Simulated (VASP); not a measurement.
Input of a VASP 6.6.1 run:

The input INCAR:

```
ALGO     = Normal         # electronic algorithm
EDIFF    = 1E-6           # SCF threshold, eV
ENCUT    = 520            # plane-wave cutoff, eV
GGA      = CA             # functional
ISIF     = 2              # what is computed and relaxed
ISMEAR   = -1             # smearing method
ISPIN    = 2              # spin polarisation
LASPH    = T              # aspherical terms in the spheres
LCHARG   = F              # write CHGCAR
LMAXMIX  = 4              # l up to which the mixer works
LORBIT   = 11             # projections on sites
LREAL    = F              # projectors in reciprocal space
LWAVE    = F              # write WAVECAR
MAGMOM   = 1.5 0          # initial moments
NBANDS   = 18             # bands
NELM     = 150            # most SCF steps
PREC     = Accurate       # precision mode
SIGMA    = 0.1            # smearing width, eV
```

File KPOINTS:

```
k-points
0
Gamma
  19 19 19
```

POSCAR

```
VH
1.0
    2.7771670000      0.0000000000      0.0000000000
    1.3885835000      2.4050971726      0.0000000000
    1.3885835000      0.8016990575      2.2675473602
V H
1 1
Direct
    0.0000000000      0.0000000000      0.0000000000
    0.5000000000      0.5000000000      0.5000000000
```

Potentials or basis: VASP PAW LDA potentials, release 64 (V_sv, H).

The run is started by

```sh
$ cat potpaw_LDA.64/V_sv/POTCAR potpaw_LDA.64/H/POTCAR > POTCAR
$ mpirun -np 1 vasp_std > vasp.out
```

Problem. Predict the pressure.

Solution. -8.9 GPa.

Problem. Predict the net moment.

Solution. 0.00 μB per cell.

Problem. What does it give for the band gap on the k mesh?

Solution. Zero (filled and empty bands overlap).

Caveat: the cell stands under tension; the moments typed at the start vanished in this run.
